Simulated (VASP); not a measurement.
# Cu (I4/mmm) in VASP: notebook

The runs below take Cu through single point, with PBEsol.

All numbers are computed with VASP 6.6.1; they aren't measurements. Logs are shortened: lines on timing, memory, paths and dates and some standing lists are left out, and cuts for length are marked.

## (1) The cell of the first run

It takes space group I4/mmm (No. 139, tetragonal). The conventional cell has a = 3.051 Å, b = 3.051 Å, c = 2.441 Å, α = 90.00°, β = 90.00°, γ = 90.00°. Within 3.2 Å of Cu (site symmetry 4/mmm) lie 14 Cu at 2.44 to 3.05 Å.

## (2) Single point, PBEsol

The input, INCAR:

```
PREC     = Accurate       # precision mode
ENCUT    = 520            # plane-wave cutoff, eV
EDIFF    = 1E-6           # SCF threshold, eV
ISMEAR   = 0              # smearing method
SIGMA    = 0.15           # smearing width, eV
LREAL    = False          # projectors in reciprocal space
LASPH    = True           # aspherical terms in the spheres
NELM     = 100            # most SCF steps
ALGO     = Fast           # electronic algorithm
ISIF     = 2              # what is computed and relaxed
LWAVE    = False          # write WAVECAR
LCHARG   = False          # write CHGCAR
GGA      = PS             # functional
NBANDS   = 12             # bands
```

The input, KPOINTS:

```
Automatic mesh
0
Gamma
  34 34 34
```

The input, POSCAR:

```
Cu
1.0
   -1.5255359283      1.5255359283      1.2203577338
    1.5255359283     -1.5255359283      1.2203577338
    1.5255359283      1.5255359283     -1.2203577338
Cu
1
Direct
    0.0000000000      0.0000000000      0.0000000000
```

Potentials or basis: VASP PAW PBE potentials, release 64 (Cu).

Run with:

```
$ cat potpaw_PBE.64/Cu/POTCAR > POTCAR
$ mpirun -np 1 vasp_std > vasp.out
```

OUTCAR:

```text
PREC = Accurate
   ENCUT = 520
   EDIFF = 1E-6
   ISMEAR = 0
   LREAL = False
   LASPH = True
   NELM = 100
   ISIF = 2
   GGA = PS

 ion  position               nearest neighbor table
   1  0.000  0.000  0.000-

  LATTYP: Found a body centered tetragonal cell.
 ALAT       =     3.0510718566
 C/A-ratio  =     0.7999534532

  Lattice vectors:

 A1 = (  -1.5255359283,   1.5255359283,   1.2203577338)
 A2 = (   1.5255359283,  -1.5255359283,   1.2203577338)
 A3 = (   1.5255359283,   1.5255359283,  -1.2203577338)

Analysis of symmetry for initial positions (statically):
=====================================================================
 Subroutine PRICEL returns:
 Original cell was already a primitive cell.

 Routine SETGRP: Setting up the symmetry group for a
 body centered tetragonal supercell.

 Subroutine GETGRP returns: Found 16 space group operations
 (whereof 16 operations were pure point group operations)
 out of a pool of 16 trial point group operations.

The static configuration has the point symmetry D_4h.

Analysis of symmetry for dynamics (positions and initial velocities):
=====================================================================
 Subroutine PRICEL returns:
 Original cell was already a primitive cell.

 Routine SETGRP: Setting up the symmetry group for a
 body centered tetragonal supercell.

 Subroutine GETGRP returns: Found 16 space group operations
 (whereof 16 operations were pure point group operations)
 out of a pool of 16 trial point group operations.

The dynamic configuration has the point symmetry D_4h.

 Subroutine INISYM returns: Found 16 space group operations
 (whereof 16 operations are pure point group operations),
 and found     1 'primitive' translations

----------------------------------------------------------------------------------------

                                     Primitive cell

  volume of cell :      11.3604

  direct lattice vectors                    reciprocal lattice vectors
    -1.525535928  1.525535928  1.220357734     0.000000000  0.327753671  0.409715927
     1.525535928 -1.525535928  1.220357734     0.327753671  0.000000000  0.409715927
     1.525535928  1.525535928 -1.220357734     0.327753671  0.327753671  0.000000000

  length of vectors
     2.478667532  2.478667532  2.478667532     0.524680483  0.524680483  0.463513686

  position of ions in fractional coordinates (direct lattice)
     0.000000000  0.000000000  0.000000000

  ion indices of the primitive-cell ions
   primitive index   ion index
                 1           1

----------------------------------------------------------------------------------------

 KPOINTS: Automatic mesh

Automatic generation of k-mesh.
 Grid dimensions read from file:
 generate k-points for:   34   34   34

 Generating k-lattice:

  Cartesian coordinates                     Fractional coordinates (reciprocal lattice)
     0.000000000  0.009639814  0.012050468     0.029411765  0.000000000  0.000000000
     0.009639814  0.000000000  0.012050468     0.000000000  0.029411765  0.000000000
     0.009639814  0.009639814  0.000000000     0.000000000  0.000000000  0.029411765

  Length of vectors
     0.015431779  0.015431779  0.013632755

  Shift w.r.t. Gamma in fractional coordinates (k-lattice)
     0.000000000  0.000000000  0.000000000

 Subroutine IBZKPT returns following result:
 ===========================================

 Found   2844 irreducible k-points:

 Following reciprocal coordinates:
            Coordinates               Weight
  0.000000  0.000000  0.000000      1.000000
  0.029412 -0.000000  0.000000      8.000000
  0.058824 -0.000000  0.000000      8.000000
  0.088235 -0.000000  0.000000      8.000000
  0.117647 -0.000000  0.000000      8.000000
  0.147059 -0.000000  0.000000      8.000000
[... 16 lines left out ...]
  0.147059  0.029412  0.000000     16.000000
  0.176471  0.029412  0.000000     16.000000
 [... further k-points ...]
   k-points           NKPTS =   2844   k-points in BZ     NKDIM =   2844   number of bands    NBANDS=     12
   number of dos      NEDOS =    301   number of ions     NIONS =      1
   total plane-waves  NPLWV =   5832
   dimension x,y,z NGX =    18 NGY =   18 NGZ =   18
   dimension x,y,z NGXF=    36 NGYF=   36 NGZF=   36
   ions per type =               1
   NGX,Y,Z   is equivalent  to a cutoff of  12.07, 12.07, 12.07 a.u.
   NGXF,Y,Z  is equivalent  to a cutoff of  24.15, 24.15, 24.15 a.u.
 SYSTEM =  unknown system
   PREC   = accura    normal or accurate (medium, high low for compatibility)
   ISTART =      0    job   : 0-new  1-cont  2-samecut
   ICHARG =      2    charge: 1-file 2-atom 10-const
   ISPIN  =      1    spin polarized calculation?
   LNONCOLLINEAR =      F non collinear calculations
   LSORBIT =      F    spin-orbit coupling
   LASPH  =      T    aspherical Exc in radial PAW
   ENCUT  =  520.0 eV  38.22 Ry    6.18 a.u.   4.61  4.61  4.61*2*pi/ulx,y,z
   NELM   =    100;   NELMIN=  2; NELMDL= -5     # of ELM steps
   EDIFF  = 0.1E-05   stopping-criterion for ELM
   LREAL  =      F    real-space projection
   EDIFFG = 0.1E-04   stopping-criterion for IOM
   NSW    =      0    number of steps for IOM
   IBRION =     -1    ionic relax: 0-MD 1-quasi-New 2-CG
   NFREE  =      0    steps in history (QN), initial steepest desc. (CG)
   ISIF   =      2    stress and relaxation
   ISYM   =      2    0-nonsym 1-usesym 2-fastsym
   POTIM  = 0.5000    time-step for ionic-motion
   TEBEG  =    0.0;   TEEND  =   0.0 temperature during run
   PSTRESS=    0.0 pullay stress
   NELECT =      11.0000    total number of electrons
   NUPDOWN=      -1.0000    fix difference up-down
   EMIN   =  10.00;   EMAX   =-10.00  energy-range for DOS
   EFERMI =   0.00;   METHOD = LEGACY
   ISMEAR =     0;   SIGMA  =   0.15  broadening in eV -4-tet -1-fermi 0-gaus
   EFERMI_NEDOS =   21; number of points for ismear=-14 and -15
   IALGO  =     68    algorithm
   IMIX   =      4    mixing-type and parameters
     AMIX     =   0.40;   BMIX     =  1.00
     AMIX_MAG =   1.60;   BMIX_MAG =  1.00
  volume/ion in A,a.u.               =      11.36        76.66
  Fermi-wavevector in a.u.,A,eV,Ry     =   1.619602  3.060605 35.689600  2.623112
  Thomas-Fermi vector in A             =   2.713677
   LORBIT       =      0    0 simple, 1 ext, 2 COOP (PROOUT), +10 PAW based schemes
   GGA     = PS    functional components
   LHFCALC =     F    Hartree Fock is set to
   AEXX    =    0.0000 exact exchange contribution
   IVDW    =     0    specifies the selected vdW correction
   LEPSILON=     F    determine dielectric tensor
   LRPA    =     F    only Hartree local field effects (RPA)
 non-spin polarized calculation
 RMM-DIIS sequential band-by-band and
 Gauss-broadening in eV      SIGMA  =   0.15
  energy-cutoff  :      520.00
  volume of cell :       11.36
 maximum number of plane-waves:       321
   NGX =  9   NGY =  9   NGZ =  9

 number of electron      10.9999979 magnetization

 Free energy of the ion-electron system (eV)
  ---------------------------------------------------
  ext. energy  EPLUGINS =         0.00000000
  ---------------------------------------------------
  free energy    TOTEN  =        -4.23809914 eV

  energy without entropy =       -4.23443047  energy(sigma->0) =       -4.23626481

 E-fermi :   7.9200     XC(G=0): -13.1259

 val. band max:        7.9170828609   @ k =  -0.3235   0.4706   0.1176
 cond. band min:       7.9283505480   @ k =   0.5000   0.2353   0.0294
 fundamental gap:      0.0112676871
 Fermi energy:         7.9200234167

 k-point     1 :       0.0000    0.0000    0.0000
  band No.  band energies     occupation
      1      -1.7932      2.00000
      2       4.1156      2.00000
      3       4.9209      2.00000
      4       5.1460      2.00000
      5       5.1460      2.00000
      6       6.0602      2.00000
      7      29.7356      0.00000
      8      29.7356      0.00000
      9      33.5947      0.00000
     10      34.9845      0.00000
     11      37.8996      0.00000
     12      38.3911      0.00000

 k-point     2 :       0.0294   -0.0000    0.0000
  band No.  band energies     occupation
      1      -1.7551      2.00000
      2       4.1228      2.00000
      3       4.9281      2.00000
      4       5.1409      2.00000
      5       5.1422      2.00000
      6       6.0538      2.00000
      7      29.6152      0.00000
      8      29.6479      0.00000
      9      33.7523      0.00000
     10      35.0667      0.00000
     11      37.1708      0.00000
     12      38.0498      0.00000

 k-point     3 :       0.0588   -0.0000    0.0000
  band No.  band energies     occupation
      1      -1.6410      2.00000
      2       4.1426      2.00000
      3       4.9462      2.00000
      4       5.1294      2.00000
      5       5.1325      2.00000
      6       6.0355      2.00000
      7      29.3046      0.00000
      8      29.4030      0.00000
      9      34.1487      0.00000
     10      35.2811      0.00000
     11      35.5654      0.00000
     12      37.2890      0.00000

 k-point     4 :       0.0882   -0.0000    0.0000
  band No.  band energies     occupation
      1      -1.4521      2.00000
      2       4.1702      2.00000
      3       4.9592      2.00000
      4       5.1221      2.00000
      5       5.1276      2.00000
      6       6.0070      2.00000
      7      28.8930      0.00000
      8      29.0402      0.00000
      9      33.7898      0.00000
     10      34.5404      0.00000
     11      35.5365      0.00000
     12      36.5948      0.00000

 k-point     5 :       0.1176   -0.0000    0.0000
  band No.  band energies     occupation
      1      -1.1905      2.00000
      2       4.1972      2.00000
      3       4.9413      2.00000
      4       5.1201      2.00000
      5       5.1620      2.00000
      6       5.9708      2.00000
      7      28.4426      0.00000
      8      28.5944      0.00000
      9      31.9960      0.00000
     10      34.3862      0.00000
     11      35.5664      0.00000
     12      36.8201      0.00000
[... 228 lines left out ...]
      1      -1.2767      2.00000
      2       4.1986      2.00000
      3       4.9790      2.00000
      4       5.0716      2.00000
      5       5.1586      2.00000
      6       5.9784      2.00000
      7      28.4403      0.00000
      8      29.7558      0.00000
      9      32.6063      0.00000
     10      33.8322      0.00000
     11      35.4189      0.00000
     12      35.8090      0.00000

 k-point    22 :       0.1176    0.0294    0.0000
  band No.  band energies     occupation
      1      -0.9726      2.00000
      2       4.2214      2.00000
      3       4.9310      2.00000
      4       5.0814      2.00000
      5       5.2267      2.00000
      6       5.9373      2.00000
      7      27.9514      0.00000
      8      29.3819      0.00000
      9      30.8955      0.00000
     10      33.2065      0.00000
     11      35.1422      0.00000
     12      35.9250      0.00000

 k-point    23 :       0.1471    0.0294    0.0000
  band No.  band energies     occupation
      1      -0.6023      2.00000
      2       4.2241      2.00000
      3       4.8664      2.00000
      4       5.1195      2.00000
      5       5.3217      2.00000
      6       5.8930      2.00000
      7      27.4361      0.00000
      8      28.6729      0.00000
      9      29.4424      0.00000
     10      32.4076      0.00000
     11      34.5575      0.00000
     12      36.2732      0.00000

 k-point    24 :       0.1765    0.0294    0.0000
  band No.  band energies     occupation
      1      -0.1726      2.00000
      2       4.1996      2.00000
      3       4.8009      2.00000
      4       5.1937      2.00000
      5       5.4329      2.00000
      6       5.8482      2.00000
      7      26.7257      0.00000
      8      27.4244      0.00000
      9      28.6811      0.00000
     10      31.6326      0.00000
     11      33.9364      0.00000
     12      36.6803      0.00000

 [... further k-points ...]

------------------------ aborting loop because EDIFF is reached ----------------------------------------

  FORCE on cell =-STRESS in cart. coord.  units (eV):
  Direction    XX          YY          ZZ          XY          YZ          ZX
  --------------------------------------------------------------------------------------
  -------------------------------------------------------------------------------------
  Total       -0.0761107     -0.0761107      0.8140674      0.0000000     -0.0000000      0.0000000
  in kB      -10.7340727    -10.7340727    114.8097931      0.0000000     -0.0000000      0.0000000
  external PRESSURE =      31.1138825 kB  Pullay stress =       0.0000000 kB

 VOLUME and BASIS-vectors are now :
 -----------------------------------------------------------------------------
  energy-cutoff  :      520.00
  volume of cell :       11.36
      direct lattice vectors                 reciprocal lattice vectors
    -1.525535928  1.525535928  1.220357734     0.000000000  0.327753671  0.409715927
     1.525535928 -1.525535928  1.220357734     0.327753671  0.000000000  0.409715927
     1.525535928  1.525535928 -1.220357734     0.327753671  0.327753671  0.000000000

 POSITION                                       TOTAL-FORCE (eV/Angst)
 -----------------------------------------------------------------------------------
      0.00000      0.00000      0.00000         0.000000      0.000000      0.000000
 -----------------------------------------------------------------------------------
    total drift:                                0.000000      0.000000      0.000000

  FREE ENERGIE OF THE ION-ELECTRON SYSTEM (eV)
  ---------------------------------------------------
  free  energy   TOTEN  =        -4.2380991433 eV

  energy  without entropy=       -4.2344304730  energy(sigma->0) =       -4.23626481
```

It took 7.6 min on 1 thread of Intel Xeon 8259CL, shared host; peak memory 0.46 GiB.

Results:

- Free energy: -4.2381 eV
- Pressure: 3.1 GPa
- Band gap on the k mesh: zero (an odd number of electrons rules out a gap without spin polarisation)

Stress tensor (GPa, compression positive):
```
-1.07  0.00  0.00
 0.00 -1.07  0.00
 0.00  0.00 11.48
```

Levels at points of the mesh, in eV from the Fermi level:
```csv
k point,band 2,band 3,band 4,band 5,band 6,band 7,band 8,band 9,band 10,band 11
"(0.00, 0.00, 0.00)",-3.80,-3.00,-2.77,-2.77,-1.86,21.82,21.82,25.67,27.06,29.98
"(0.50, 0.00, 0.00)",-4.31,-2.31,-1.56,-1.52,0.07,5.68,16.24,16.25,20.41,23.44
"(0.50, 0.50, 0.00)",-3.13,-3.03,-2.31,-1.78,-1.50,3.02,22.37,23.42,26.33,28.51
"(0.50, 0.50, 0.50)",-4.93,-1.63,-1.63,-1.45,5.65,5.65,11.77,12.22,14.99,21.22
```

Caveat: the cell stands under pressure; the PAW data sets were made with another functional, which shifts forces and pressure a little.

## (3) Single point, PBEsol

The input, INCAR:

```
  PREC = Accurate
  ENCUT = 520
  EDIFF = 1E-7
  ISMEAR = 0
  SIGMA = 0.15
  LREAL = F
  LASPH = T
  NELM = 100
  ALGO = Fast
  ISIF = 2
  LWAVE = F
  LCHARG = F
  GGA = PS
  NBANDS = 12
```

The input, KPOINTS:

```
regular mesh
0
Gamma
  34 34 34
```

The input, POSCAR:

```
Cu
1.0
   -1.3598833826      1.3598833826      1.5357789287
    1.3598833826     -1.3598833826      1.5357789287
    1.3598833826      1.3598833826     -1.5357789287
Cu
1
Direct
    0.0000000000      0.0000000000      0.0000000000
```

Potentials or basis: VASP PAW PBE potentials, release 64 (Cu).

Run with:

```
$ cat potpaw_PBE.64/Cu/POTCAR > POTCAR
$ mpirun -np 1 vasp_std > vasp.out
```

Run time: 11 min. Hardware: 1 thread of Intel Xeon 8259CL, shared host; peak memory 0.46 GiB.

The run converged. Its results:

| Property | Result |
| --- | --- |
| Free energy | -4.2790 eV |
| Pressure | 1.0 GPa |
| Band gap on the k mesh | zero (an odd number of electrons rules out a gap without spin polarisation) |

Stress tensor (GPa, compression positive):
```
0.16 0.00 0.00
0.00 0.16 0.00
0.00 0.00 2.82
```

Levels at points of the mesh, in eV from the Fermi level:
| k point | band 4 | band 5 | band 6 | band 7 | band 8 | band 9 |
| --- | --- | --- | --- | --- | --- | --- |
| (0.00, 0.00, 0.00) | -2.89 | -2.45 | -2.00 | 23.93 | 25.74 | 25.74 |
| (0.50, 0.00, 0.00) | -1.94 | -1.44 | -0.98 | 4.19 | 18.96 | 19.34 |
| (0.50, 0.50, 0.00) | -1.87 | -1.35 | -0.06 | 5.47 | 15.85 | 15.88 |
| (0.50, 0.50, 0.50) | -1.52 | -1.52 | 5.46 | 9.95 | 9.95 | 11.73 |

Caveat: the PAW data sets were made with another functional, which shifts forces and pressure a little.

(Continued in part 2 of 2.)
